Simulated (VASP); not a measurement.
# SnS2 (P-3m1) in VASP: vibrations by perturbation theory with PBEsol

Aim: the vibrations by perturbation theory of SnS2 with PBEsol.

All numbers are computed with VASP 6.6.1; they aren't measurements. Logs are shortened: lines on timing, memory, paths and dates and some standing lists are left out, and cuts for length are marked.

### 1 The cell of the first run

The structure is trigonal, space group P-3m1 (No. 164). Conventional cell: a = 3.444 Å, b = 3.444 Å, c = 4.748 Å, α = 90.00°, β = 90.00°, γ = 120.00°. Within 3.3 Å of Sn (site symmetry -3m) lie 6 S at 2.47 Å. S (site symmetry 3m) has 3 Sn at 2.47 Å and 3 S at 2.70 Å within 3.3 Å.

### 2 Vibrations by perturbation theory, PBEsol

INCAR reads:

```
ALGO = Normal
EDIFF = 1E-8
ENCUT = 500
GGA = PS
GGA_COMPAT = F
IBRION = 8
ISIF = 2
ISMEAR = -1
LASPH = T
LCHARG = F
LREAL = F
LWAVE = F
NBANDS = 20
NELM = 120
NSW = 1
PREC = Accurate
SIGMA = 0.15
```

KPOINTS reads:

```
k-points
0
Gamma
  12 12 10
```

POSCAR reads:

```
SnS2
1.0
    3.4440443391      0.0000000000      0.0000000000
   -1.7220221695      2.9826298894      0.0000000000
    0.0000000000      0.0000000000      4.7483889058
Sn S
1 2
Direct
    0.0000000000      0.0000000000      0.0000000000
    0.6666666667      0.3333333333      0.3073474338
    0.3333333333      0.6666666667      0.6926525662
```

Potentials or basis: VASP PAW PBE potentials, release 64 (Sn_d, S).

Run with:

```
$ cat potpaw_PBE.64/Sn_d/POTCAR potpaw_PBE.64/S/POTCAR > POTCAR
$ mpirun -np 1 vasp_std > vasp.out
```

OUTCAR:

```text
EDIFF = 1E-8
   ENCUT = 500
   GGA = PS
   IBRION = 8
   ISIF = 2
   ISMEAR = -1
   LASPH = T
   LREAL = F
   NELM = 120
   NSW = 1
   PREC = Accurate

 ion  position               nearest neighbor table
   1  0.000  0.000  0.000-   2 2.47   3 2.47   3 2.47   2 2.47   2 2.47   3 2.47
   2  0.667  0.333  0.307-   1 2.47   1 2.47   1 2.47   3 2.70   3 2.70   3 2.70
   3  0.333  0.667  0.693-   1 2.47   1 2.47   1 2.47   2 2.70   2 2.70   2 2.70

  LATTYP: Found a hexagonal cell.
 ALAT       =     3.4440443391
 C/A-ratio  =     1.3787246732

  Lattice vectors:

 A1 = (   3.4440443391,   0.0000000000,   0.0000000000)
 A2 = (  -1.7220221695,   2.9826298894,   0.0000000000)
 A3 = (   0.0000000000,   0.0000000000,   4.7483889058)

Analysis of symmetry for initial positions (statically):
=====================================================================
 Subroutine PRICEL returns:
 Original cell was already a primitive cell.

 Routine SETGRP: Setting up the symmetry group for a
 hexagonal supercell.

 Subroutine GETGRP returns: Found 12 space group operations
 (whereof 12 operations were pure point group operations)
 out of a pool of 24 trial point group operations.

The static configuration has the point symmetry D_3d.

Analysis of symmetry for dynamics (positions and initial velocities):
=====================================================================
 Subroutine PRICEL returns:
 Original cell was already a primitive cell.

 Routine SETGRP: Setting up the symmetry group for a
 hexagonal supercell.

 Subroutine GETGRP returns: Found 12 space group operations
 (whereof 12 operations were pure point group operations)
 out of a pool of 24 trial point group operations.

The dynamic configuration has the point symmetry D_3d.

 Subroutine INISYM returns: Found 12 space group operations
 (whereof 12 operations are pure point group operations),
 and found     1 'primitive' translations

----------------------------------------------------------------------------------------

                                     Primitive cell

  volume of cell :      48.7769

  direct lattice vectors                    reciprocal lattice vectors
     3.444044339  0.000000000  0.000000000     0.290356308  0.167637293  0.000000000
    -1.722022169  2.982629889  0.000000000     0.000000000  0.335274586  0.000000000
     0.000000000  0.000000000  4.748388906     0.000000000  0.000000000  0.210597746

  length of vectors
     3.444044339  3.444044339  4.748388906     0.335274586  0.335274586  0.210597746

  position of ions in fractional coordinates (direct lattice)
     0.000000000  0.000000000  0.000000000
     0.666666667  0.333333333  0.307347434
     0.333333333  0.666666667  0.692652566

  ion indices of the primitive-cell ions
   primitive index   ion index
                 1           1
                 2           2
                 3           3

----------------------------------------------------------------------------------------

 KPOINTS: k-points

Automatic generation of k-mesh.
 Grid dimensions read from file:
 generate k-points for:   12   12   10

 Generating k-lattice:

  Cartesian coordinates                     Fractional coordinates (reciprocal lattice)
     0.024196359  0.013969774  0.000000000     0.083333333  0.000000000  0.000000000
[... 90 lines left out ...]
 non-spin polarized calculation
  energy-cutoff  :      500.00
  volume of cell :       48.78
 maximum number of plane-waves:      1256
 NGX is ok and might be reduce to    28
   NGX = 13   NGY = 13   NGZ = 17

--------------------------------------- Ionic step        1  -------------------------------------------

 number of electron      26.0000007 magnetization

 Free energy of the ion-electron system (eV)
  ---------------------------------------------------
  ext. energy  EPLUGINS =         0.00000000
  ---------------------------------------------------
  free energy    TOTEN  =       -13.07079603 eV

  energy without entropy =      -13.04259865  energy(sigma->0) =      -13.05669734

 E-fermi :  10.3855     XC(G=0): -11.6277

 val. band max:       10.3826930008   @ k =  -0.2500  -0.4167   0.1000
 cond. band min:      10.4029092062   @ k =   0.3333   0.2500   0.1000
 fundamental gap:      0.0202162054
 Fermi energy:        10.3854614910

 k-point     1 :       0.0000    0.0000    0.0000
  band No.  band energies     occupation
      1     -11.7406      2.00000
      2     -11.7406      2.00000
      3     -11.6718      2.00000
      4     -11.6106      2.00000
      5     -11.6106      2.00000
      6      -6.7367      2.00000
[... 541 lines left out ...]
     19      18.0220      0.00000
     20      19.0009      0.00000

 [... further k-points ...]

------------------------ aborting loop because EDIFF is reached ----------------------------------------

  FORCE on cell =-STRESS in cart. coord.  units (eV):
  Direction    XX          YY          ZZ          XY          YZ          ZX
  --------------------------------------------------------------------------------------
  -------------------------------------------------------------------------------------
  Total        9.1082514      9.1082514      9.1357212      0.0000000      0.0000000      0.0000000
  in kB      299.1790731    299.1790731    300.0813726      0.0000000      0.0000000      0.0000000
  external PRESSURE =     299.4798396 kB  Pullay stress =       0.0000000 kB

 VOLUME and BASIS-vectors are now :
 -----------------------------------------------------------------------------
  energy-cutoff  :      500.00
  volume of cell :       48.78
      direct lattice vectors                 reciprocal lattice vectors
     3.444044339  0.000000000  0.000000000     0.290356308  0.167637293  0.000000000
    -1.722022169  2.982629889  0.000000000     0.000000000  0.335274586  0.000000000
     0.000000000  0.000000000  4.748388906     0.000000000  0.000000000  0.210597746

 POSITION                                       TOTAL-FORCE (eV/Angst)
 -----------------------------------------------------------------------------------
      0.00000      0.00000      0.00000        -0.000000      0.000000      0.000000
      1.72202      0.99421      1.45941         0.000000     -0.000000     -0.026327
     -0.00000      1.98842      3.28898        -0.000000      0.000000      0.026327
 -----------------------------------------------------------------------------------
    total drift:                               -0.000000     -0.000000      0.000000

  FREE ENERGIE OF THE ION-ELECTRON SYSTEM (eV)
  ---------------------------------------------------
  free  energy   TOTEN  =       -13.0707960259 eV

  energy  without entropy=      -13.0425986505  energy(sigma->0) =      -13.05669734

[... ionic steps 2 to 3 ...]

--------------------------------------- Ionic step        4  -------------------------------------------

------------------------ aborting loop because EDIFF is reached ----------------------------------------
[... 11 lines left out ...]
[... ionic steps 8 to 8 ...]

--------------------------------------- Ionic step        9  -------------------------------------------

 Free energy of the ion-electron system (eV)
  ---------------------------------------------------
  ---------------------------------------------------
  free energy    TOTEN  =        -0.12001299 eV

  energy without entropy =       -0.11996769

------------------------ aborting loop because EDIFF is reached ----------------------------------------

 INTERNAL STRAIN TENSOR  FOR ION    2  DIRECTION 3   (eV/Angst):
 -----------------------------------------------------------------------------
    -6.08379 -0.00000  0.00000
    -0.00000 -6.08379  0.00000
     0.00000 -0.00000-12.65870

 INTERNAL STRAIN TENSOR FOR ION    3 for displacements in x,y,z  (eV/Angst):
          X           Y           Z          XY          YZ          ZX
  --------------------------------------------------------------------------------
  x     0.00000    -0.00000     0.00000     3.05713     0.00000     7.66965
  y     3.05713    -3.05713     0.00000    -0.00000     6.71257     0.00000
  z     6.08379     6.08379    12.65870     0.00000     0.00000     0.00000

 SECOND DERIVATIVES (NOT SYMMETRIZED)
 ------------------------------------
               1X          1Y          1Z          2X          2Y          2Z          3X          3Y          3Z
  1X   -10.545437   -0.000000    0.000000    5.272718    0.000000    0.000000    5.272718    0.000000    0.000000
  1Y    -0.000000  -10.545437    0.000000    0.000000    5.272718    0.000000    0.000000    5.272718    0.000000
  1Z     0.000000   -0.000000  -20.742395    0.000000   -0.000000   10.371198    0.000000   -0.000000   10.371198
  2X     5.262676    0.000000    0.000000   -8.816123   -0.000000   -0.000000    3.553447    0.000000    0.000000
  2Y     0.000000    5.262676    0.000000   -0.000000   -8.816123    0.000000    0.000000    3.553447    0.000000
  2Z     0.000000    0.000000   10.360930    0.000000   -0.000000  -12.714336   -0.000000   -0.000000    2.353406
  3X     5.262676    0.000000    0.000000    3.553447    0.000000    0.000000   -8.816123   -0.000000   -0.000000
  3Y     0.000000    5.262676    0.000000    0.000000    3.553447    0.000000   -0.000000   -8.816123    0.000000
  3Z     0.000000    0.000000   10.360930   -0.000000   -0.000000    2.353406    0.000000   -0.000000  -12.714336

 Eigenvectors and eigenvalues of the dynamical matrix
 ----------------------------------------------------

   1 f  =   11.030559 THz    69.307045 2PiTHz  367.939837 cm-1    45.618705 meV
             X         Y         Z           dx          dy          dz
      0.000000  0.000000  0.000000    -0.000000    0.000000   -0.592433
      1.722022  0.994210  1.459405    -0.000000    0.000000    0.569659
     -0.000000  1.988420  3.288984     0.000000   -0.000000    0.569659
[... 43 lines left out ...]
   9 f/i=    0.003578 THz     0.022479 2PiTHz    0.119336 cm-1     0.014796 meV
             X         Y         Z           dx          dy          dz
      0.000000  0.000000  0.000000     0.770754    0.233993   -0.000000
      1.722022  0.994210  1.459405     0.400967    0.121729   -0.000000
     -0.000000  1.988420  3.288984     0.400967    0.121729   -0.000000

--------------------------------------------------------------------------------------------------------

 ELASTIC MODULI CONTR FROM IONIC RELAXATION (kBar)
 Direction    XX          YY          ZZ          XY          YZ          ZX
 --------------------------------------------------------------------------------
 XX        -211.0075   -111.7347   -335.7692     -0.0000   -108.9870     -0.0000
 YY        -111.7347   -211.0075   -335.7692     -0.0000    108.9870      0.0000
 ZZ        -335.7692   -335.7692   -698.6441     -0.0000      0.0000     -0.0000
 XY          -0.0000     -0.0000     -0.0000    -49.6364      0.0000   -124.5265
 YZ        -108.9870    108.9870      0.0000      0.0000   -239.3037     -0.0000
 ZX          -0.0000      0.0000     -0.0000   -124.5265     -0.0000   -312.4087
 --------------------------------------------------------------------------------
```

Wall time 22 min (1 thread of Oxide Virtual Turin-like, shared host); peak memory 1.2 GiB.

Results:

```yaml
Highest_phonon_frequency_at_Γ_LO-TO_splitting_left_out: 368 cm⁻¹
```

Phonon frequencies in cm⁻¹ (negative: imaginary):
| q point | frequencies |
| --- | --- |
| (0.000, 0.000, 0.000) | 0 0 0 262 262 324 324 357 368 |

Caveat: the cell stands under pressure or tension, which shifts response properties; the PAW data sets were made with another functional, which shifts forces and pressure a little; spin-orbit coupling is left out, which moves the levels of the heavy elements.
